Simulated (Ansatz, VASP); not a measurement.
**Ni: VASP beside Ansatz**

Contents of INCAR:

```
PREC = Accurate
ENCUT = 520
EDIFF = 1E-6
ISMEAR = -1
SIGMA = 0.1
LREAL = False
LASPH = True
NELM = 100
ALGO = Normal
ISIF = 2
LWAVE = False
LCHARG = True
GGA = RE
LELF = True
LVHAR = True
NBANDS = 11
```

Contents of KPOINTS:

```
regular mesh
0
Gamma
  18 18 18
```

File POSCAR:

```
Ni
1.0
   -1.4075377952      1.4075377952      1.4075377952
    1.4075377952     -1.4075377952      1.4075377952
    1.4075377952      1.4075377952     -1.4075377952
Ni
1
Direct
    0.0000000000      0.0000000000      0.0000000000
```

Input for Ansatz:

```yaml
crystal:
  lattice:
    - [-1.4075377952, 1.4075377952, 1.4075377952]
    - [1.4075377952, -1.4075377952, 1.4075377952]
    - [1.4075377952, 1.4075377952, -1.4075377952]
  atoms:
    - { symbol: Ni, position: [0.0, 0.0, 0.0] }
hamiltonian:
  xc: revpbe
  pseudopotentials:
    kind: paw
    azcp:
      Ni: "pseudopotentials/Ni.paw.azcp"
basis:
  ecutwfc: 420
  fft_grid_basis: typed
kpoints:
  mp_grid: { grid: [18, 18, 18], shift: [0, 0, 0] }
magnetization:
  spin_polarized: false
scf:
  occupations: { method: fermi_dirac, width: 0.1 }
  lower_state_search: "off"
output:
  stress: true
```

Alike in both runs: task single point; functional revPBE; k mesh 18 × 18 × 18; occupations fermi-dirac, width 0.1 eV; no spin polarisation.

|  | VASP | Ansatz |
| --- | --- | --- |
| version | VASP 6.6.1 | Ansatz 0.2.0 |
| potentials or method | VASP PAW PBE potentials, release 64 (Ni), cutoff 520 eV | plane waves (420 eV) with PAW, scalar-relativistic |
| valence electrons in the cell | 10 | 18 |

```tsv
	VASP	Ansatz	Ansatz less VASP
pressure (GPa)	0.1	-0.1	-0.17
```

VASP's potentials were made for PBE, not for revPBE. The functional is the same, so the differences come from potentials, cutoffs and numerics. VASP's potentials hold 10 valence electrons a cell and Ansatz's 18, so a difference there can come from the potentials and not from the codes.
